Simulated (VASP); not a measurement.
# AlP (I-4m2) in VASP: G0W0 quasiparticle levels with PBEsol

Aim: the G0W0 quasiparticle levels of AlP with PBEsol.

All numbers are computed with VASP 6.6.1; they aren't measurements. Logs are shortened: lines on timing, memory, paths and dates and some standing lists are left out, and cuts for length are marked.

## (1) The cell of the first run

It takes space group I-4m2 (No. 119, tetragonal). Conventional cell: a = 3.829 Å, b = 3.829 Å, c = 5.526 Å, α = 90.00°, β = 90.00°, γ = 90.00°. Al (site symmetry -4m2) has 4 P at 2.36 Å within 3.1 Å. P (site symmetry -4m2) has 4 Al at 2.36 Å within 3.1 Å.

## (2) G0W0 quasiparticle levels, PBEsol

POSCAR

```
AlP
1.0
    0.0000000000      2.7078050199      2.7631478633
    2.7078050199      0.0000000000      2.7631478633
    2.7078050199      2.7078050199      0.0000000000
Al P
1 1
Direct
    0.0000000000      0.0000000000      0.0000000000
    0.2500000000      0.2500000000      0.2500000000
```

INCAR.step1

```
SYSTEM = AlP
  PREC = Accurate
  ENCUT = 500
  EDIFF = 1E-8
  ISMEAR = 0
  SIGMA = 0.01
  LREAL = .False.
  LASPH = .True.
  NELM = 100
  ALGO = Normal
  LWAVE = .True.
  LCHARG = .False.
  GGA = PS
```

INCAR.step2

```
SYSTEM = AlP
  PREC = Accurate
  ENCUT = 500
  EDIFF = 1E-8
  ISMEAR = 0
  SIGMA = 0.01
  LREAL = .False.
  LASPH = .True.
  NELM = 1
  ALGO = Exact
  LWAVE = .True.
  LCHARG = .False.
  GGA = PS
  NBANDS = 226
  LOPTICS = .True.
  ISTART = 1
```

INCAR.step3

```
SYSTEM = AlP
  PREC = Accurate
  ENCUT = 500
  EDIFF = 1E-8
  ISMEAR = 0
  SIGMA = 0.01
  LREAL = .False.
  LASPH = .True.
  ALGO = EVGW0
  LWAVE = .False.
  LCHARG = .False.
  GGA = PS
  NELMGW = 1
  NBANDS = 226
  ENCUTGW = 180.0
  NOMEGA = 96
  PRECFOCK = Fast
  ISTART = 1
  NBANDSGW = 12
  OMEGAMAX = 20
```

KPOINTS

```
regular mesh
0
Gamma
  4 4 4
  0 0 0
```

Potentials or basis: VASP PAW PBE potentials, release 64 (Al_GW, P_GW).

On the command line:

```console
$ cat potpaw_PBE.64/Al_GW/POTCAR potpaw_PBE.64/P_GW/POTCAR > POTCAR
$ cp INCAR.step1 INCAR
$ mpirun -np 1 vasp_std > vasp.out
$ cp INCAR.step2 INCAR
$ mpirun -np 1 vasp_std > vasp.out
$ cp INCAR.step3 INCAR
$ mpirun -np 1 vasp_std > vasp.out
```

OUTCAR:

```text
SYSTEM = AlP
   PREC = Accurate
   ENCUT = 500
   EDIFF = 1E-8
   ISMEAR = 0
   LREAL = .False.
   LASPH = .True.
   GGA = PS
   NELMGW = 1
   ENCUTGW = 180.0
   PRECFOCK = Fast
   ISTART = 1

 ion  position               nearest neighbor table
   1  0.000  0.000  0.000-   2 2.36   2 2.36   2 2.36   2 2.36
   2  0.250  0.250  0.250-   1 2.36   1 2.36   1 2.36   1 2.36

  LATTYP: Found a body centered tetragonal cell.
 ALAT       =     3.8294145834
 C/A-ratio  =     1.4431176375

  Lattice vectors:

 A1 = (  -2.7078050199,   0.0000000000,   2.7631478633)
 A2 = (   2.7078050199,   0.0000000000,   2.7631478633)
 A3 = (   0.0000000000,   2.7078050199,  -2.7631478633)

Analysis of symmetry for initial positions (statically):
=====================================================================
 Subroutine PRICEL returns:
 Original cell was already a primitive cell.

 Routine SETGRP: Setting up the symmetry group for a
 body centered tetragonal supercell.

 Subroutine GETGRP returns: Found  8 space group operations
 (whereof  8 operations were pure point group operations)
 out of a pool of 16 trial point group operations.

The static configuration has the point symmetry D_2d.

Analysis of symmetry for dynamics (positions and initial velocities):
=====================================================================
 Subroutine PRICEL returns:
 Original cell was already a primitive cell.

 Routine SETGRP: Setting up the symmetry group for a
 body centered tetragonal supercell.

 Subroutine GETGRP returns: Found  8 space group operations
 (whereof  8 operations were pure point group operations)
 out of a pool of 16 trial point group operations.

The dynamic configuration has the point symmetry D_2d.

 Subroutine INISYM returns: Found  8 space group operations
 (whereof  8 operations are pure point group operations),
 and found     1 'primitive' translations

----------------------------------------------------------------------------------------

                                     Primitive cell

  volume of cell :      40.5199

  direct lattice vectors                    reciprocal lattice vectors
     0.000000000  2.707805020  2.763147863    -0.184651404  0.184651404  0.180953038
     2.707805020  0.000000000  2.763147863     0.184651404 -0.184651404  0.180953038
     2.707805020  2.707805020  0.000000000     0.184651404  0.184651404 -0.180953038

  length of vectors
     3.868745810  3.868745810  3.829414583     0.317704712  0.317704712  0.317704712

  position of ions in fractional coordinates (direct lattice)
     0.000000000  0.000000000  0.000000000
     0.250000000  0.250000000  0.250000000

  ion indices of the primitive-cell ions
   primitive index   ion index
                 1           1
                 2           2

----------------------------------------------------------------------------------------

 KPOINTS: regular mesh

Automatic generation of k-mesh.
 Grid dimensions read from file:
 generate k-points for:    4    4    4

 Generating k-lattice:

  Cartesian coordinates                     Fractional coordinates (reciprocal lattice)
    -0.046162851  0.046162851  0.045238259     0.250000000  0.000000000  0.000000000
     0.046162851 -0.046162851  0.045238259     0.000000000  0.250000000  0.000000000
     0.046162851  0.046162851 -0.045238259     0.000000000  0.000000000  0.250000000

  Length of vectors
     0.079426178  0.079426178  0.079426178

  Shift w.r.t. Gamma in fractional coordinates (k-lattice)
     0.000000000  0.000000000  0.000000000

 Subroutine IBZKPT returns following result:
 ===========================================

 Found     13 irreducible k-points:

 Following reciprocal coordinates:
            Coordinates               Weight
  0.000000  0.000000  0.000000      1.000000
  0.250000  0.000000  0.000000      8.000000
  0.500000  0.000000  0.000000      4.000000
  0.250000  0.250000  0.000000      2.000000
  0.500000  0.250000  0.000000      8.000000
 -0.250000  0.250000  0.000000      4.000000
  0.500000  0.500000  0.000000      1.000000
  0.250000  0.000000  0.250000      4.000000
  0.500000  0.000000  0.250000     16.000000
 -0.250000  0.000000  0.250000      8.000000
 -0.250000  0.500000  0.250000      4.000000
  0.500000  0.000000  0.500000      2.000000
 -0.250000  0.250000  0.500000      2.000000
   k-points           NKPTS =     13   k-points in BZ     NKDIM =     64   number of bands    NBANDS=    226
   number of dos      NEDOS =    301   number of ions     NIONS =      2
   total plane-waves  NPLWV =  21952
   dimension x,y,z NGX =    28 NGY =   28 NGZ =   28
   dimension x,y,z NGXF=    56 NGYF=   56 NGZF=   56
   ions per type =               1   1
   NGX,Y,Z   is equivalent  to a cutoff of  12.03, 12.03, 12.16 a.u.
   NGXF,Y,Z  is equivalent  to a cutoff of  24.06, 24.06, 24.31 a.u.
 SYSTEM =  AlP
   PREC   = accura    normal or accurate (medium, high low for compatibility)
   ISTART =      1    job   : 0-new  1-cont  2-samecut
   ICHARG =      0    charge: 1-file 2-atom 10-const
   ISPIN  =      1    spin polarized calculation?
   LNONCOLLINEAR =      F non collinear calculations
   LSORBIT =      F    spin-orbit coupling
   LASPH  =      T    aspherical Exc in radial PAW
   ENCUT  =  500.0 eV  36.75 Ry    6.06 a.u.   7.05  7.05  6.98*2*pi/ulx,y,z
   NELM   =     60;   NELMIN=  2; NELMDL=  0     # of ELM steps
   EDIFF  = 0.1E-07   stopping-criterion for ELM
   LREAL  =      F    real-space projection
   EDIFFG = 0.1E-06   stopping-criterion for IOM
   NSW    =      0    number of steps for IOM
   IBRION =     -1    ionic relax: 0-MD 1-quasi-New 2-CG
   NFREE  =      0    steps in history (QN), initial steepest desc. (CG)
   ISIF   =      0    stress and relaxation
   ISYM   =      3    0-nonsym 1-usesym 2-fastsym
   POTIM  = 0.5000    time-step for ionic-motion
   TEBEG  =    0.0;   TEEND  =   0.0 temperature during run
   PSTRESS=    0.0 pullay stress
   NELECT =       8.0000    total number of electrons
   NUPDOWN=      -1.0000    fix difference up-down
   EMIN   =  10.00;   EMAX   =-10.00  energy-range for DOS
   EFERMI =   0.00;   METHOD = LEGACY
   ISMEAR =     0;   SIGMA  =   0.01  broadening in eV -4-tet -1-fermi 0-gaus
   EFERMI_NEDOS =   21; number of points for ismear=-14 and -15
   IALGO  =     38    algorithm
   IMIX   =      4    mixing-type and parameters
     AMIX     =   0.40;   BMIX     =  1.00
     AMIX_MAG =   1.60;   BMIX_MAG =  1.00
  volume/ion in A,a.u.               =      20.26       136.72
  Fermi-wavevector in a.u.,A,eV,Ry     =   0.953268  1.801416 12.363895  0.908721
  Thomas-Fermi vector in A             =   2.081908
   LORBIT       =      0    0 simple, 1 ext, 2 COOP (PROOUT), +10 PAW based schemes
   GGA     = PS    functional components
   LHFCALC =     T    Hartree Fock is set to
   PRECFOCK=fast      Normal, Fast or Accurate (Low or Medium for compatibility)
   ENCUT4O =  -1.0   cutoff for four orbital integrals eV
   NKREDX  =     1    reduce k-point grid by
   NKREDY  =     1    reduce k-point grid by
   NKREDZ  =     1    reduce k-point grid by
   AEXX    =    1.0000 exact exchange contribution
   HFSCREEN=    0.0000 screening length (either q_TF or 0.3 A-1)
   HFSCREENC=   0.0000 screening length for correlation (either q_TF or 0.3 A-1)
   ENCUTFOCK=  -1.0 apply spherical cutoff to Coloumb kernel
   IVDW    =     0    specifies the selected vdW correction
   LEPSILON=     F    determine dielectric tensor
   LRPA    =     F    only Hartree local field effects (RPA)
   LRPAFORCE           =     F    calculate RPA forces
   ENCUTGW             = 180.0    cutoff for response function in eV
   ENCUTGWSOFT         = 144.0    soft cutoff for Coulomb kernel in GW response function in eV
   ENCUTLF             =  -1.0    cutoff for local field effects
   NELMGW              =     1    number of iterations in solving QP/BSE equation
   NELMHF              =     1    number of iterations in the inner HF iteration
   NKREDLFX            =     1    NKREDLFY  =   1   NKREDLFZ  =   1
 non-spin polarized calculation
 Gauss-broadening in eV      SIGMA  =   0.01
  energy-cutoff  :      500.00
  volume of cell :       40.52
 maximum number of plane-waves:      1044
  NGX = 16; NGY = 16; NGZ = 16
   NGX = 15   NGY = 15   NGZ = 13
 maximum number of plane-waves:       231

 QP shifts <psi_nk| G(iteration)W_0 |psi_nk>: iteration 1
 for sc-GW calculations column KS-energies equals QP-energies in previous step
 and V_xc(KS)=  KS-energies - (<T + V_ion + V_H > + <T+V_H+V_ion>^1  + <V_x>^1)

 k-point   1 :       0.0000    0.0000    0.0000
  band No.  KS-energies  QP-energies   sigma(KS)   V_xc(KS)     V^pw_x(r,r')   Z            occupation Imag(sigma)

      1      -7.6658      -8.2962     -12.0113     -11.0693     -18.3816       0.6692       2.0000       1.2065
      2       3.8296       3.0865     -12.9322     -11.9524     -14.1355       0.7584       2.0000       0.0273
      3       3.9296       3.1886     -12.9195     -11.9417     -14.1105       0.7579       2.0000       0.0276
      4       3.9296       3.1886     -12.9195     -11.9417     -14.1105       0.7579       2.0000       0.0276
      5       7.1164       7.3849      -9.8951     -10.2449      -5.4744       0.7675       0.0000      -0.0684
      6       8.3706       8.6845      -9.3187      -9.7308      -4.8406       0.7617       0.0000      -0.0766
      7       8.3706       8.6845      -9.3187      -9.7308      -4.8406       0.7617       0.0000      -0.0766
      8       8.3937       8.7072      -9.3362      -9.7474      -4.8582       0.7625       0.0000      -0.0759
      9      12.4543      12.7956      -9.5140      -9.9726      -4.1785       0.7443       0.0000      -0.1655
     10      12.8314      13.1710      -9.5587     -10.0156      -4.1324       0.7433       0.0000      -0.1860
     11      13.9987      14.0808      -7.9435      -8.0531      -2.3018       0.7483       0.0000      -0.3160
     12      15.6221      15.6291      -8.1773      -8.1866      -2.1171       0.7515       0.0000      -0.5336

 k-point   2 :       0.2500    0.0000    0.0000
  band No.  KS-energies  QP-energies   sigma(KS)   V_xc(KS)     V^pw_x(r,r')   Z            occupation Imag(sigma)
[... 177 lines left out ...]
      1      -5.1977      -5.7670     -12.9838     -12.1624     -18.5271       0.6931       2.0000       0.7879
      2      -1.0477      -1.7651     -11.5152     -10.4923     -14.6083       0.7013       2.0000       0.1539
      3       0.6481      -0.1176     -11.4863     -10.4347     -13.6882       0.7282       2.0000       0.0704
      4       1.0028       0.2723     -11.3149     -10.3252     -13.2467       0.7381       2.0000       0.0548
      5       7.9648       8.0983      -9.4166      -9.5909      -5.1404       0.7657       0.0000      -0.0730
      6       9.6577       9.9993     -10.1332     -10.5904      -5.1906       0.7472       0.0000      -0.1068
      7       9.7598       9.9797      -9.1553      -9.4450      -4.4803       0.7592       0.0000      -0.0956
      8       9.9797      10.2292      -9.0145      -9.3475      -3.9143       0.7492       0.0000      -0.1278
      9      15.3398      15.4895      -9.9499     -10.1574      -3.3797       0.7213       0.0000      -0.4958
     10      16.0051      16.3351     -10.7603     -11.2125      -4.2664       0.7299       0.0000      -0.5028
     11      17.3427      17.4685      -9.8271      -9.9946      -3.2101       0.7511       0.0000      -0.6798
     12      18.2972      18.5924     -10.4026     -10.8070      -3.6224       0.7300       0.0000      -0.7176
```

Run time: 2.3 min. Hardware: 1 thread of Intel Xeon 6975P-C (Granite Rapids), shared host; peak memory 0.58 GiB.

Results:

- Quasiparticle gap: 2.22 eV
- Least direct quasiparticle gap: 4.20 eV
- Band gap of the starting levels on the mesh: 1.33 eV
- Least direct gap of the starting levels on the mesh: 3.19 eV

Caveat: the k points lie up to 0.50 Å⁻¹ apart; bands, screening cutoff and mesh are small and nothing is extrapolated, so the quasiparticle values aren't converged.
